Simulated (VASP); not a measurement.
A run of VASP 6.6.1 is set up as follows.

Contents of INCAR:

```
  ALGO = Normal
  EDIFF = 1E-6
  ENCUT = 520
  GGA = PE
  ISIF = 2
  ISMEAR = -1
  LASPH = T
  LCHARG = T
  LELF = T
  LREAL = F
  LVHAR = T
  LWAVE = F
  NBANDS = 11
  NELM = 100
  PREC = Accurate
  SIGMA = 0.06122561905347299
```

The input KPOINTS:

```
k-points
0
Gamma
  53 53 53
```

File POSCAR:

```
Ni
1.0
    0.0000000000      1.7564907485      1.7564907485
    1.7564907485      0.0000000000      1.7564907485
    1.7564907485      1.7564907485      0.0000000000
Ni
1
Direct
    0.0000000000      0.0000000000      0.0000000000
```

Potentials or basis: VASP PAW PBE potentials, release 64 (Ni).

The run is started by

```bash
$ cat potpaw_PBE.64/Ni/POTCAR > POTCAR
$ mpirun -np 1 vasp_std > vasp.out
```

Problem. What does it give for the band gap on the k mesh?

Solution. Zero (band 5 reaches 9.41 eV, above the bottom of band 6 at 8.44 eV).

Problem. Predict the pressure.

Solution. 0.0 GPa.

Caveat: the run has no spin polarisation, though such a crystal can be magnetic. Spin polarisation is off, so any magnetic state and its effect on volume and gap are missing.
